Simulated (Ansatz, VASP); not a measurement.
**One calculation of PbSe, two programs**

Contents of INCAR:

```
SYSTEM = PbSe
  PREC = Accurate
  ENCUT = 520
  EDIFF = 1E-7
  ISMEAR = 0
  SIGMA = 0.05
  LREAL = .False.
  LASPH = .True.
  NELM = 60
  ALGO = Normal
  ISIF = 2
  LWAVE = .False.
  LCHARG = .False.
  GGA = PE
  NBANDS = 28
```

KPOINTS

```
regular mesh
0
Gamma
  6 6 8
  0 0 0
```

Contents of POSCAR:

```
PbSe
1.0
    5.3494553078      0.0000000000      0.0000000000
    0.0000000000      5.3494553078      0.0000000000
    0.0000000000      0.0000000000      4.2212686564
Pb Se
2 2
Direct
    0.5000000000      0.0000000000      0.3182456201
    0.0000000000      0.5000000000      0.6817543799
    0.0000000000      0.0000000000      0.0000000000
    0.5000000000      0.5000000000      0.0189516485
```

Input for Ansatz:

```yaml
crystal:
  lattice:
    - [5.3494553078, 0.0, 0.0]
    - [0.0, 5.3494553078, 0.0]
    - [0.0, 0.0, 4.2212686564]
  atoms:
    - { symbol: Pb, position: [0.5, 0.0, 0.3182456201] }
    - { symbol: Pb, position: [0.0, 0.5, 0.6817543799] }
    - { symbol: Se, position: [0.0, 0.0, 0.0] }
    - { symbol: Se, position: [0.5, 0.5, 0.0189516485] }
basis:
  ecutwfc: 420
  ecutrho_ratio: 4
kpoints:
  mp_grid: { grid: [6, 6, 8] }
hamiltonian:
  xc: pbe
scf:
  occupations: { method: gaussian, width: 0.05 }
output:
  forces: true
  stress: true
  eigenvalues: true
  write_density: true
  write_potential: true
  elf: true
  volumetric_format: npy
```

Alike in both runs: task single point; functional PBE; k mesh 6 × 6 × 8; occupations gaussian, width 0.05 eV; no spin polarisation.

```csv
,VASP,Ansatz
version,VASP 6.6.1,Ansatz 0.2.0
potentials or method,"VASP PAW PBE potentials, release 64 (Pb_d, Se), cutoff 520 eV","scalar-relativistic, plane waves, PAW"
valence electrons in the cell,40,60
```

Ansatz gave:

```
gap on the k mesh at the Fermi level (eV)                     : 0.43
least direct gap on the mesh (eV)                             : 0.89
pressure (GPa)                                                : 0.0
traceless stress, the component that is largest in VASP (GPa) : 0.72
rms of the force components (eV/Å)                            : 0.066
```

**Question.** What did VASP give for the same quantities?

**Answer.** gap on the k mesh at the Fermi level (eV): 0.42; least direct gap on the mesh (eV): 0.90; pressure (GPa): 0.0; traceless stress, the component that is largest in VASP (GPa): 0.73; rms of the force components (eV/Å): 0.066.

Atom by atom the forces differ by 0.002 eV/Å (rms over components). VASP's potentials hold 40 valence electrons a cell and Ansatz's 60, so a difference there can come from the potentials and not from the codes.

Neither program's run includes spin-orbit coupling.
